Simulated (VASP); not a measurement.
Here is a VASP 6.6.1 calculation.

Contents of INCAR:

```
ALGO = Normal ; EDIFF = 1E-6
ENCUT = 520 ; GGA = PS
ISIF = 2 ; ISMEAR = -1
LASPH = T ; LCHARG = F
LREAL = F ; LWAVE = F
NBANDS = 34 ; NELM = 60
PREC = Accurate ; SIGMA = 0.02
```

KPOINTS

```
k-points
0
Gamma
  8 8 8
```

The input POSCAR:

```
CaCdF4
1.0
    1.9077048283      1.1014138944      6.2585687748
   -1.9077048283      1.1014138944      6.2585687748
    0.0000000000     -2.2028277941      6.2585687738
Ca F Cd
1 4 1
Direct
    0.0000000000      0.0000000000      0.0000000000
    0.1251315940      0.1251315940      0.1251315940
    0.3753276816      0.3753276816      0.3753276816
    0.6246723184      0.6246723184      0.6246723184
    0.8748684060      0.8748684060      0.8748684060
    0.5000000000      0.5000000000      0.5000000000
```

Potentials or basis: VASP PAW PBE potentials, release 64 (Ca_sv, F, Cd).

Launch:

```bash
$ cat potpaw_PBE.64/Ca_sv/POTCAR potpaw_PBE.64/F/POTCAR potpaw_PBE.64/Cd/POTCAR > POTCAR
$ mpirun -np 1 vasp_std > vasp.out
```

(1) Estimate the band gap on the k mesh.

(2) Estimate the pressure.

## Answers

(1) 4.33 eV (least direct gap 4.63 eV).

(2) 0.5 GPa.

Caveat: the PAW data sets were made with another functional, which shifts forces and pressure a little.
